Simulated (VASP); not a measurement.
# MnZn (Pm-3m) in VASP: vibrations by perturbation theory with LDA

Aim: the vibrations by perturbation theory of MnZn with LDA.

Program: VASP 6.6.1. These are calculated values, not measurements. Logs are shortened: lines on timing, memory, paths and dates and some standing lists are left out, and cuts for length are marked.

### 1 The cell of the first run

It takes space group Pm-3m (No. 221, cubic). Conventional cell: a = 2.817 Å, b = 2.817 Å, c = 2.817 Å, α = 90.00°, β = 90.00°, γ = 90.00°. Mn (site symmetry m-3m) has 8 Zn at 2.44 Å and 6 Mn at 2.82 Å within 3.2 Å. Zn (site symmetry m-3m) has 8 Mn at 2.44 Å and 6 Zn at 2.82 Å within 3.2 Å.

### 2 Vibrations by perturbation theory, LDA, collinear spin, ferromagnetic start

Input file INCAR:

```
PREC = Accurate ; ENCUT = 500
EDIFF = 1E-8 ; ISMEAR = 0
SIGMA = 0.2 ; LREAL = False
LASPH = True ; NELM = 200
ALGO = Normal ; ISIF = 2
LWAVE = False ; LCHARG = True
ISPIN = 2 ; MAGMOM = 2.6 0
LORBIT = 11 ; LMAXMIX = 4
IBRION = 8 ; NSW = 1
GGA_COMPAT = False
```

Input file KPOINTS:

```
regular mesh
0
Gamma
  14 14 14
```

Input file POSCAR:

```
MnZn
1.0
    2.8169822150      0.0000000000      0.0000000000
    0.0000000000      2.8169822150      0.0000000000
    0.0000000000      0.0000000000      2.8169822150
Mn Zn
1 1
Direct
    0.0000000000      0.0000000000      0.0000000000
    0.5000000000      0.5000000000      0.5000000000
```

Potentials or basis: VASP PAW LDA potentials, release 64 (Mn_pv, Zn).

The run is started by

```console
$ cat potpaw_LDA.64/Mn_pv/POTCAR potpaw_LDA.64/Zn/POTCAR > POTCAR
$ mpirun -np 1 vasp_std > vasp.out
```

OUTCAR:

```text
PREC = Accurate
   ENCUT = 500
   EDIFF = 1E-8
   ISMEAR = 0
   LREAL = False
   LASPH = True
   NELM = 200
   ISIF = 2
   ISPIN = 2
   LORBIT = 11
   IBRION = 8
   NSW = 1

 ion  position               nearest neighbor table
   1  0.000  0.000  0.000-   2 2.44   2 2.44   2 2.44   2 2.44   2 2.44   2 2.44   2 2.44   2 2.44

   2  0.500  0.500  0.500-   1 2.44   1 2.44   1 2.44   1 2.44   1 2.44   1 2.44   1 2.44   1 2.44

  LATTYP: Found a simple cubic cell.
 ALAT       =     2.8169822150

  Lattice vectors:

 A1 = (   2.8169822150,   0.0000000000,   0.0000000000)
 A2 = (   0.0000000000,   2.8169822150,   0.0000000000)
 A3 = (   0.0000000000,   0.0000000000,   2.8169822150)

Analysis of symmetry for initial positions (statically):
=====================================================================
 Subroutine PRICEL returns:
 Original cell was already a primitive cell.

 Routine SETGRP: Setting up the symmetry group for a
 simple cubic supercell.

 Subroutine GETGRP returns: Found 48 space group operations
 (whereof 48 operations were pure point group operations)
 out of a pool of 48 trial point group operations.

The static configuration has the point symmetry O_h .

Analysis of symmetry for dynamics (positions and initial velocities):
=====================================================================
 Subroutine PRICEL returns:
 Original cell was already a primitive cell.

 Routine SETGRP: Setting up the symmetry group for a
 simple cubic supercell.

 Subroutine GETGRP returns: Found 48 space group operations
 (whereof 48 operations were pure point group operations)
 out of a pool of 48 trial point group operations.

The dynamic configuration has the point symmetry O_h .

Analysis of structural, dynamic, and magnetic symmetry:
=====================================================================
 Subroutine PRICEL returns:
 Original cell was already a primitive cell.

 Routine SETGRP: Setting up the symmetry group for a
 simple cubic supercell.

 Subroutine GETGRP returns: Found 48 space group operations
 (whereof 48 operations were pure point group operations)
 out of a pool of 48 trial point group operations.

The overall configuration has the point symmetry O_h .

 Subroutine INISYM returns: Found 48 space group operations
 (whereof 48 operations are pure point group operations),
 and found     1 'primitive' translations

----------------------------------------------------------------------------------------

                                     Primitive cell

  volume of cell :      22.3538

  direct lattice vectors                    reciprocal lattice vectors
     2.816982215  0.000000000  0.000000000     0.354989817  0.000000000  0.000000000
     0.000000000  2.816982215  0.000000000     0.000000000  0.354989817  0.000000000
     0.000000000  0.000000000  2.816982215     0.000000000  0.000000000  0.354989817

  length of vectors
     2.816982215  2.816982215  2.816982215     0.354989817  0.354989817  0.354989817

  position of ions in fractional coordinates (direct lattice)
     0.000000000  0.000000000  0.000000000
     0.500000000  0.500000000  0.500000000

  ion indices of the primitive-cell ions
   primitive index   ion index
                 1           1
                 2           2

----------------------------------------------------------------------------------------

 KPOINTS: regular mesh

Automatic generation of k-mesh.
 Grid dimensions read from file:
 generate k-points for:   14   14   14

[... 109 lines left out ...]
  ---------------------------------------------------
  free energy    TOTEN  =       -11.49131778 eV

  energy without entropy =      -11.45999597  energy(sigma->0) =      -11.47565688

 E-fermi :   7.2154     XC(G=0): -13.8493

 val. band max:        7.2109462632   @ k =   0.3571   0.3571   0.0714
 cond. band min:       7.2165559490   @ k =   0.4286   0.2143   0.2143
 fundamental gap:      0.0056096858
 Fermi energy:         7.2153619174

 spin component 1

 k-point     1 :       0.0000    0.0000    0.0000
  band No.  band energies     occupation
      1     -41.0280      1.00000
      2     -41.0280      1.00000
      3     -41.0280      1.00000
      4      -3.3212      1.00000
      5      -0.9247      1.00000
      6      -0.9247      1.00000
[... 459 lines left out ...]
      6      -0.2569      1.00000
[... 9 lines left out ...]
     16      14.2828      0.00000
     17      19.5731      0.00000

 [... further k-points ...]

 spin component 2

 k-point     1 :       0.0000    0.0000    0.0000
  band No.  band energies     occupation
      1     -38.7218      1.00000
      2     -38.7218      1.00000
      3     -38.7218      1.00000
      4      -3.0532      1.00000
      5      -0.8475      1.00000
      6      -0.8475      1.00000
[... 472 lines left out ...]
 [... further k-points ...]

------------------------ aborting loop because EDIFF is reached ----------------------------------------

  FORCE on cell =-STRESS in cart. coord.  units (eV):
  Direction    XX          YY          ZZ          XY          YZ          ZX
  --------------------------------------------------------------------------------------
  -------------------------------------------------------------------------------------
  Total        2.1411585      2.1411585      2.1411585      0.0000000      0.0000000      0.0000000
  in kB      153.4641999    153.4641999    153.4641999      0.0000000      0.0000000      0.0000000
  external PRESSURE =     153.4641999 kB  Pullay stress =       0.0000000 kB

 VOLUME and BASIS-vectors are now :
 -----------------------------------------------------------------------------
  energy-cutoff  :      500.00
  volume of cell :       22.35
      direct lattice vectors                 reciprocal lattice vectors
     2.816982215  0.000000000  0.000000000     0.354989817  0.000000000  0.000000000
     0.000000000  2.816982215  0.000000000     0.000000000  0.354989817  0.000000000
     0.000000000  0.000000000  2.816982215     0.000000000  0.000000000  0.354989817

 POSITION                                       TOTAL-FORCE (eV/Angst)
 -----------------------------------------------------------------------------------
      0.00000      0.00000      0.00000         0.000000      0.000000      0.000000
      1.40849      1.40849      1.40849         0.000000      0.000000      0.000000
 -----------------------------------------------------------------------------------
    total drift:                                0.000000      0.000000     -0.000000

  FREE ENERGIE OF THE ION-ELECTRON SYSTEM (eV)
  ---------------------------------------------------
  free  energy   TOTEN  =       -11.4913177814 eV

  energy  without entropy=      -11.4599959694  energy(sigma->0) =      -11.47565688

[... ionic steps 2 to 3 ...]

--------------------------------------- Ionic step        4  -------------------------------------------

------------------------ aborting loop because EDIFF is reached ----------------------------------------

[... ionic steps 5 to 6 ...]

--------------------------------------- Ionic step        7  -------------------------------------------

 Free energy of the ion-electron system (eV)
  ---------------------------------------------------
  ---------------------------------------------------
  free energy    TOTEN  =        -0.20597655 eV

  energy without entropy =       -0.20597655

------------------------ aborting loop because EDIFF is reached ----------------------------------------

 INTERNAL STRAIN TENSOR  FOR ION    2  DIRECTION 1   (eV/Angst):
 -----------------------------------------------------------------------------
     0.01555 -0.00000  0.00000
     0.00000 -0.00554  0.00000
     0.00000  0.00000 -0.00554

 INTERNAL STRAIN TENSOR FOR ION    2 for displacements in x,y,z  (eV/Angst):
          X           Y           Z          XY          YZ          ZX
  --------------------------------------------------------------------------------
  x     0.00000     0.00000     0.00000     0.00000     0.00000     0.00000
  y     0.00000     0.00000     0.00000     0.00000     0.00000     0.00000
  z     0.00000     0.00000     0.00000     0.00000     0.00000     0.00000

 SECOND DERIVATIVES (NOT SYMMETRIZED)
 ------------------------------------
               1X          1Y          1Z          2X          2Y          2Z
  1X   -10.449199    0.000000    0.000000   10.449199   -0.000000   -0.000000
  1Y     0.000000  -10.449199   -0.000000   -0.000000   10.449199    0.000000
  1Z     0.000000    0.000000  -10.449199   -0.000000   -0.000000   10.449199
  2X    10.401851    0.000000    0.000000  -10.401851   -0.000000   -0.000000
  2Y    -0.000000   10.401851    0.000000    0.000000  -10.401851   -0.000000
  2Z     0.000000    0.000000   10.401851   -0.000000   -0.000000  -10.401851

 Eigenvectors and eigenvalues of the dynamical matrix
 ----------------------------------------------------

   1 f  =    9.239193 THz    58.051563 2PiTHz  308.186313 cm-1    38.210216 meV
             X         Y         Z           dx          dy          dz
      0.000000  0.000000  0.000000     0.737942   -0.000000    0.000000
      1.408491  1.408491  1.408491    -0.674865   -0.000000    0.000000
[... 21 lines left out ...]
   6 f/i=    0.010448 THz     0.065648 2PiTHz    0.348516 cm-1     0.043210 meV
             X         Y         Z           dx          dy          dz
      0.000000  0.000000  0.000000     0.674865   -0.000000    0.000000
      1.408491  1.408491  1.408491     0.737942   -0.000000    0.000000

--------------------------------------------------------------------------------------------------------

 ELASTIC MODULI CONTR FROM IONIC RELAXATION (kBar)
 Direction    XX          YY          ZZ          XY          YZ          ZX
 --------------------------------------------------------------------------------
 XX           0.0000      0.0000      0.0000      0.0000      0.0000      0.0000
 YY           0.0000      0.0000      0.0000      0.0000      0.0000      0.0000
 ZZ           0.0000      0.0000      0.0000      0.0000      0.0000      0.0000
 XY           0.0000      0.0000      0.0000      0.0000      0.0000      0.0000
 YZ           0.0000      0.0000      0.0000      0.0000      0.0000      0.0000
 ZX           0.0000      0.0000      0.0000      0.0000      0.0000      0.0000
 --------------------------------------------------------------------------------

 total charge

# of ion       s       p       d       tot
------------------------------------------
    1        0.333   6.328   5.220  11.882
    2        0.698   0.731   9.754  11.183
--------------------------------------------------
tot          1.031   7.059  14.974  23.065

 magnetization (x)

# of ion       s       p       d       tot
------------------------------------------
    1        0.007   0.006   2.354   2.367
    2       -0.028  -0.028   0.052  -0.004
--------------------------------------------------
tot         -0.020  -0.022   2.406   2.363
```

It took 3.9 min on 1 thread of Intel Xeon 6975P-C (Granite Rapids), shared host; peak memory 0.47 GiB.

Results:

```yaml
Net_moment: 2.42 μB per cell
Site_moments: Mn +2.37; Zn -0.00 μB
Valence_electrons_inside_the_program's_atomic_spheres: Mn 11.88; Zn 11.18
Highest_phonon_frequency_at_Γ: 308 cm⁻¹
```

Phonon frequencies in cm⁻¹ (negative: imaginary):
```csv
q point,frequencies
"(0.000, 0.000, 0.000)",0 0 0 308 308 308
```

Caveat: the cell stands under pressure or tension, which shifts response properties.
